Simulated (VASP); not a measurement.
# MgSe (Fm-3m) in VASP: notebook, part 2 of 2

VASP 6.6.1. The steps go on from the part before.

## Step 3: Single point, PBEsol

This run uses another cell than the first one, of 20.36 Å³/atom, 0.995 times its volume.

File INCAR:

```
SYSTEM = MgSe
PREC = Accurate
ENCUT = 600
EDIFF = 1E-6
ISMEAR = 0
SIGMA = 0.05
LREAL = .FALSE.
LASPH = .TRUE.
NELM = 120
ALGO = Normal
ISIF = 2
LWAVE = .FALSE.
LCHARG = .FALSE.
GGA = PS
NBANDS = 11
GGA_COMPAT = .FALSE.
```

File KPOINTS:

```
regular mesh
0
G
  10 10 10
  0 0 0
```

File POSCAR:

```
MgSe
1.0
    0.0000000000      2.7304292110      2.7304292110
    2.7304292110      0.0000000000      2.7304292110
    2.7304292110      2.7304292110      0.0000000000
Mg Se
1 1
Direct
    0.0000000000      0.0000000000      0.0000000000
    0.5000000000      0.5000000000      0.5000000000
```

Potentials or basis: VASP PAW PBE potentials, release 64 (Mg, Se).

Command:

```bash
$ cat potpaw_PBE.64/Mg/POTCAR potpaw_PBE.64/Se/POTCAR > POTCAR
$ mpirun -np 1 vasp_std > vasp.out
```

OUTCAR:

```text
SYSTEM = MgSe
   PREC = Accurate
   ENCUT = 600
   EDIFF = 1E-6
   ISMEAR = 0
   LREAL = .FALSE.
   LASPH = .TRUE.
   NELM = 120
   ISIF = 2
   GGA = PS

 ion  position               nearest neighbor table
   1  0.000  0.000  0.000-   2 2.73   2 2.73   2 2.73   2 2.73   2 2.73   2 2.73
   2  0.500  0.500  0.500-   1 2.73   1 2.73   1 2.73   1 2.73   1 2.73   1 2.73

  LATTYP: Found a face centered cubic cell.
 ALAT       =     5.4608584220

  Lattice vectors:

 A1 = (   0.0000000000,   2.7304292110,   2.7304292110)
 A2 = (   2.7304292110,   0.0000000000,   2.7304292110)
 A3 = (   2.7304292110,   2.7304292110,   0.0000000000)

Analysis of symmetry for initial positions (statically):
=====================================================================
 Subroutine PRICEL returns:
 Original cell was already a primitive cell.

 Routine SETGRP: Setting up the symmetry group for a
 face centered cubic supercell.

 Subroutine GETGRP returns: Found 48 space group operations
 (whereof 48 operations were pure point group operations)
 out of a pool of 48 trial point group operations.

The static configuration has the point symmetry O_h .

Analysis of symmetry for dynamics (positions and initial velocities):
=====================================================================
 Subroutine PRICEL returns:
 Original cell was already a primitive cell.

 Routine SETGRP: Setting up the symmetry group for a
 face centered cubic supercell.

 Subroutine GETGRP returns: Found 48 space group operations
 (whereof 48 operations were pure point group operations)
 out of a pool of 48 trial point group operations.

The dynamic configuration has the point symmetry O_h .

 Subroutine INISYM returns: Found 48 space group operations
 (whereof 48 operations are pure point group operations),
 and found     1 'primitive' translations

----------------------------------------------------------------------------------------

                                     Primitive cell

  volume of cell :      40.7120

[... 117 lines left out ...]
   LEPSILON=     F    determine dielectric tensor
   LRPA    =     F    only Hartree local field effects (RPA)
 non-spin polarized calculation
 Gauss-broadening in eV      SIGMA  =   0.05
  energy-cutoff  :      600.00
  volume of cell :       40.71
 maximum number of plane-waves:      1380
   NGX = 15   NGY = 15   NGZ = 15

 number of electron       8.0000000 magnetization

 Free energy of the ion-electron system (eV)
  ---------------------------------------------------
  ext. energy  EPLUGINS =         0.00000000
  ---------------------------------------------------
  free energy    TOTEN  =        -8.10629546 eV

  energy without entropy =       -8.10629546  energy(sigma->0) =       -8.10629546

 E-fermi :   3.3690     XC(G=0):  -9.5982

 val. band max:        3.0975473683   @ k =   0.0000   0.0000   0.0000
 cond. band min:       4.8512989539   @ k =   0.5000   0.5000   0.0000
 fundamental gap:      1.7537515856
 Fermi energy:         3.3690259802

 k-point     1 :       0.0000    0.0000    0.0000
  band No.  band energies     occupation
      1      -9.8437      2.00000
      2       3.0975      2.00000
      3       3.0975      2.00000
      4       3.0975      2.00000
      5       5.5621      0.00000
      6      10.4321      0.00000
      7      10.4321      0.00000
      8      10.4321      0.00000
      9      13.0289      0.00000
     10      13.0289      0.00000
     11      13.8837      0.00000
[... 309 lines left out ...]
 k-point    24 :       0.4000    0.3000    0.0000
  band No.  band energies     occupation
      1      -8.7371      2.00000
      2      -0.6575      2.00000
      3       1.3515      2.00000
      4       1.6418      2.00000
      5       6.0325      0.00000
      6       7.7620      0.00000
      7      11.8309      0.00000
      8      12.8592      0.00000
      9      14.2798      0.00000
     10      15.9372      0.00000
     11      17.9859      0.00000

 [... further k-points ...]

------------------------ aborting loop because EDIFF is reached ----------------------------------------

  FORCE on cell =-STRESS in cart. coord.  units (eV):
  Direction    XX          YY          ZZ          XY          YZ          ZX
  --------------------------------------------------------------------------------------
  -------------------------------------------------------------------------------------
  Total       -0.1149428     -0.1149428     -0.1149428      0.0000000      0.0000000     -0.0000000
  in kB       -4.5234496     -4.5234496     -4.5234496      0.0000000      0.0000000     -0.0000000
  external PRESSURE =      -4.5234496 kB  Pullay stress =       0.0000000 kB

 VOLUME and BASIS-vectors are now :
 -----------------------------------------------------------------------------
  energy-cutoff  :      600.00
  volume of cell :       40.71
      direct lattice vectors                 reciprocal lattice vectors
     0.000000000  2.730429211  2.730429211    -0.183121393  0.183121393  0.183121393
     2.730429211  0.000000000  2.730429211     0.183121393 -0.183121393  0.183121393
     2.730429211  2.730429211  0.000000000     0.183121393  0.183121393 -0.183121393

 POSITION                                       TOTAL-FORCE (eV/Angst)
 -----------------------------------------------------------------------------------
      0.00000      0.00000      0.00000        -0.000000     -0.000000     -0.000000
      2.73043      2.73043      2.73043         0.000000      0.000000      0.000000
 -----------------------------------------------------------------------------------
    total drift:                               -0.000000     -0.000000      0.000000

  FREE ENERGIE OF THE ION-ELECTRON SYSTEM (eV)
  ---------------------------------------------------
  free  energy   TOTEN  =        -8.1062954590 eV

  energy  without entropy=       -8.1062954590  energy(sigma->0) =       -8.10629546
```

OSZICAR:

```text
N       E                     dE             d eps       ncg     rms          rms(c)
DAV:   1     0.247818292368E+02    0.24782E+02   -0.37163E+03  1066   0.656E+02
DAV:   2    -0.677094897602E+01   -0.31553E+02   -0.29305E+02  1321   0.101E+02
DAV:   3    -0.839977465875E+01   -0.16288E+01   -0.16256E+01  1251   0.236E+01
DAV:   4    -0.840853717268E+01   -0.87625E-02   -0.87622E-02  1188   0.205E+00
DAV:   5    -0.840858774730E+01   -0.50575E-04   -0.50574E-04  1249   0.160E-01    0.291E+00
DAV:   6    -0.815443395946E+01    0.25415E+00   -0.43539E-01  1136   0.243E+00    0.181E+00
DAV:   7    -0.810878064617E+01    0.45653E-01   -0.18992E-01  1187   0.170E+00    0.877E-01
DAV:   8    -0.810640965254E+01    0.23710E-02   -0.84685E-03  1136   0.466E-01    0.234E-01
DAV:   9    -0.810630079836E+01    0.10885E-03   -0.33083E-04  1142   0.912E-02    0.112E-01
DAV:  10    -0.810629819767E+01    0.26007E-05   -0.12119E-04  1174   0.448E-02    0.299E-02
DAV:  11    -0.810629541345E+01    0.27842E-05   -0.10114E-05  1133   0.138E-02    0.519E-03
DAV:  12    -0.810629545899E+01   -0.45541E-07   -0.44423E-07   598   0.375E-03
   1 F= -.81062955E+01 E0= -.81062955E+01  d E =-.133189E-16
```

Wall time 12 s (1 thread of Intel Xeon Platinum 8559C (Emerald Rapids), shared host); peak memory 0.19 GiB.

What came out:

- Free energy: -8.1063 eV
- Pressure: -0.5 GPa
- Band gap on the k mesh: 1.75 eV, indirect (least direct gap 2.46 eV)

Caveat: the PAW data sets were made with another functional, which shifts forces and pressure a little. PBEsol gaps usually lie below the measured ones, often by a third to a half.

## Step 4: Single point, PBEsol

This run uses another cell than the first one, of 20.23 Å³/atom, 0.989 times its volume.

File INCAR:

```
SYSTEM = MgSe
PREC = Accurate
ENCUT = 600
EDIFF = 1E-6
ISMEAR = 0
SIGMA = 0.05
LREAL = .False.
LASPH = .True.
NELM = 120
ALGO = Normal
ISIF = 2
LWAVE = .False.
LCHARG = .False.
GGA = PS
NBANDS = 11
GGA_COMPAT = .False.
```

File KPOINTS:

```
Automatic mesh
0
Gamma
  10 10 10
  0 0 0
```

File POSCAR:

```
MgSe
1.0
    0.0000000000      2.7248263180      2.7248263180
    2.7248263180      0.0000000000      2.7248263180
    2.7248263180      2.7248263180      0.0000000000
Mg Se
1 1
Direct
    0.0000000000      0.0000000000      0.0000000000
    0.5000000000      0.5000000000      0.5000000000
```

Potentials or basis: VASP PAW PBE potentials, release 64 (Mg, Se).

Command:

```bash
$ cat potpaw_PBE.64/Mg/POTCAR potpaw_PBE.64/Se/POTCAR > POTCAR
$ mpirun -np 1 vasp_std > vasp.out
```

OUTCAR:

```text
SYSTEM = MgSe
   PREC = Accurate
   ENCUT = 600
   EDIFF = 1E-6
   ISMEAR = 0
   LREAL = .False.
   LASPH = .True.
   NELM = 120
   ISIF = 2
   GGA = PS

 ion  position               nearest neighbor table
   1  0.000  0.000  0.000-   2 2.72   2 2.72   2 2.72   2 2.72   2 2.72   2 2.72
   2  0.500  0.500  0.500-   1 2.72   1 2.72   1 2.72   1 2.72   1 2.72   1 2.72

  LATTYP: Found a face centered cubic cell.
 ALAT       =     5.4496526360

  Lattice vectors:

 A1 = (   0.0000000000,   2.7248263180,   2.7248263180)
 A2 = (   2.7248263180,   0.0000000000,   2.7248263180)
 A3 = (   2.7248263180,   2.7248263180,   0.0000000000)

Analysis of symmetry for initial positions (statically):
=====================================================================
 Subroutine PRICEL returns:
 Original cell was already a primitive cell.

 Routine SETGRP: Setting up the symmetry group for a
 face centered cubic supercell.

 Subroutine GETGRP returns: Found 48 space group operations
 (whereof 48 operations were pure point group operations)
 out of a pool of 48 trial point group operations.

The static configuration has the point symmetry O_h .

Analysis of symmetry for dynamics (positions and initial velocities):
=====================================================================
 Subroutine PRICEL returns:
 Original cell was already a primitive cell.

 Routine SETGRP: Setting up the symmetry group for a
 face centered cubic supercell.

 Subroutine GETGRP returns: Found 48 space group operations
 (whereof 48 operations were pure point group operations)
 out of a pool of 48 trial point group operations.

The dynamic configuration has the point symmetry O_h .

 Subroutine INISYM returns: Found 48 space group operations
 (whereof 48 operations are pure point group operations),
 and found     1 'primitive' translations

----------------------------------------------------------------------------------------

                                     Primitive cell

  volume of cell :      40.4619

[... 117 lines left out ...]
   LEPSILON=     F    determine dielectric tensor
   LRPA    =     F    only Hartree local field effects (RPA)
 non-spin polarized calculation
 Gauss-broadening in eV      SIGMA  =   0.05
  energy-cutoff  :      600.00
  volume of cell :       40.46
 maximum number of plane-waves:      1369
   NGX = 15   NGY = 15   NGZ = 15

 number of electron       8.0000000 magnetization

 Free energy of the ion-electron system (eV)
  ---------------------------------------------------
  ext. energy  EPLUGINS =         0.00000000
  ---------------------------------------------------
  free energy    TOTEN  =        -8.10668591 eV

  energy without entropy =       -8.10668591  energy(sigma->0) =       -8.10668591

 E-fermi :   3.4230     XC(G=0):  -9.6231

 val. band max:        3.1495036714   @ k =   0.0000   0.0000   0.0000
 cond. band min:       4.9130548566   @ k =   0.5000   0.5000   0.0000
 fundamental gap:      1.7635511852
 Fermi energy:         3.4229995286

 k-point     1 :       0.0000    0.0000    0.0000
  band No.  band energies     occupation
      1      -9.8261      2.00000
      2       3.1495      2.00000
      3       3.1495      2.00000
      4       3.1495      2.00000
      5       5.6549      0.00000
      6      10.4819      0.00000
      7      10.4819      0.00000
      8      10.4819      0.00000
      9      13.0919      0.00000
     10      13.0919      0.00000
     11      13.9433      0.00000
[... 309 lines left out ...]
 k-point    24 :       0.4000    0.3000    0.0000
  band No.  band energies     occupation
      1      -8.7053      2.00000
      2      -0.6306      2.00000
      3       1.3879      2.00000
      4       1.6808      2.00000
      5       6.0969      0.00000
      6       7.8021      0.00000
      7      11.9244      0.00000
      8      12.9391      0.00000
      9      14.3819      0.00000
     10      16.0201      0.00000
     11      18.0761      0.00000

 [... further k-points ...]

------------------------ aborting loop because EDIFF is reached ----------------------------------------

  FORCE on cell =-STRESS in cart. coord.  units (eV):
  Direction    XX          YY          ZZ          XY          YZ          ZX
  --------------------------------------------------------------------------------------
  -------------------------------------------------------------------------------------
  Total       -0.0139850     -0.0139850     -0.0139850      0.0000000     -0.0000000     -0.0000000
  in kB       -0.5537678     -0.5537678     -0.5537678      0.0000000     -0.0000000     -0.0000000
  external PRESSURE =      -0.5537678 kB  Pullay stress =       0.0000000 kB

 VOLUME and BASIS-vectors are now :
 -----------------------------------------------------------------------------
  energy-cutoff  :      600.00
  volume of cell :       40.46
      direct lattice vectors                 reciprocal lattice vectors
     0.000000000  2.724826318  2.724826318    -0.183497934  0.183497934  0.183497934
     2.724826318  0.000000000  2.724826318     0.183497934 -0.183497934  0.183497934
     2.724826318  2.724826318  0.000000000     0.183497934  0.183497934 -0.183497934

 POSITION                                       TOTAL-FORCE (eV/Angst)
 -----------------------------------------------------------------------------------
      0.00000      0.00000      0.00000        -0.000000      0.000000     -0.000000
      2.72483      2.72483      2.72483         0.000000     -0.000000      0.000000
 -----------------------------------------------------------------------------------
    total drift:                               -0.000000     -0.000000      0.000000

  FREE ENERGIE OF THE ION-ELECTRON SYSTEM (eV)
  ---------------------------------------------------
  free  energy   TOTEN  =        -8.1066859099 eV

  energy  without entropy=       -8.1066859099  energy(sigma->0) =       -8.10668591
```

Wall time 12 s (1 thread of Intel Xeon Platinum 8559C (Emerald Rapids), shared host); peak memory 0.18 GiB.

What came out:

```yaml
Free_energy: -8.1067 eV
Pressure: -0.1 GPa
Band_gap_on_the_k_mesh: 1.76 eV, indirect (least direct gap 2.51 eV)
```

Caveat: the PAW data sets were made with another functional, which shifts forces and pressure a little.

## Step 5: Summary

```csv
cell,gap on the mesh (eV),pressure (GPa)
"a = 3.867 Å, angles 60.0°, 2 atoms",1.75,-0.7
"a = 3.861 Å, angles 60.0°, 2 atoms",1.75,-0.5
"a = 3.853 Å, angles 60.0°, 2 atoms",1.76,-0.1
```

Alike in all rows: task single point; level PBEsol; potentials or basis VASP PAW PBE potentials, release 64 (Mg, Se); no spin polarisation; k mesh 10 × 10 × 10; cutoff (eV) 600; smearing gaussian 0.05 eV.

Caveats: the PAW data sets were made with another functional, which shifts forces and pressure a little.

Absolute energies hang on the potentials; compare differences alone.
